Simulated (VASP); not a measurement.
Input of a VASP 6.6.1 run:

Contents of POSCAR:

```
InSb
1.0
    0.0000000000      3.4106935382      3.4106935382
    3.4106935382      0.0000000000      3.4106935382
    3.4106935382      3.4106935382      0.0000000000
In Sb
1 1
Direct
    0.0000000000      0.0000000000      0.0000000000
    0.2500000000      0.2500000000      0.2500000000
```

File INCAR.step1:

```
SYSTEM = InSb
  PREC = Accurate
  ENCUT = 520
  ISMEAR = -1
  SIGMA = 0.02
  LREAL = .False.
  LASPH = .True.
  NELM = 150
  LNONCOLLINEAR = .True.
  MAGMOM = 0 0 0 0 0 0
  LSORBIT = .True.
  GGA_COMPAT = .False.
  NBANDS = 30
  GGA = PE
  ALGO = Normal
  EDIFF = 1E-4
  LWAVE = .True.
  LCHARG = .False.
```

The input INCAR.step2:

```
SYSTEM = InSb
  PREC = Accurate
  ENCUT = 520
  EDIFF = 1E-7
  ISMEAR = -1
  SIGMA = 0.02
  LREAL = .False.
  LASPH = .True.
  NELM = 150
  ALGO = Normal
  ISIF = 2
  LWAVE = .False.
  LCHARG = .False.
  LNONCOLLINEAR = .True.
  MAGMOM = 0 0 0 0 0 0
  LORBIT = 11
  LSORBIT = .True.
  GGA_COMPAT = .False.
  LORBMOM = .True.
  METAGGA = R2SCAN
  LMIXTAU = .True.
  NBANDS = 30
  ISTART = 1
```

The input KPOINTS:

```
regular mesh
0
Gamma
  6 6 6
  0 0 0
```

Potentials or basis: VASP PAW PBE potentials, release 64 (In_d, Sb).

The run is started by

```console
$ cat potpaw_PBE.64/In_d/POTCAR potpaw_PBE.64/Sb/POTCAR > POTCAR
$ cp INCAR.step1 INCAR
$ mpirun -np 1 vasp_ncl > vasp.out
$ cp INCAR.step2 INCAR
$ mpirun -np 1 vasp_ncl > vasp.out
```

**Question.** Predict the net moment.

**Answer.** 0.00 μB per cell.

**Question.** What does it give for the pressure?

**Answer.** -3.8 GPa.

Moments on the atoms (μB; x, y, z):
```
In  0.00 0.00 0.00
Sb  0.00 0.00 0.00
```

Caveat: the cell differs from its parent crystal (strain +4.0%); the cell stands under tension; the PAW data sets were made with another functional, which shifts forces and pressure a little.
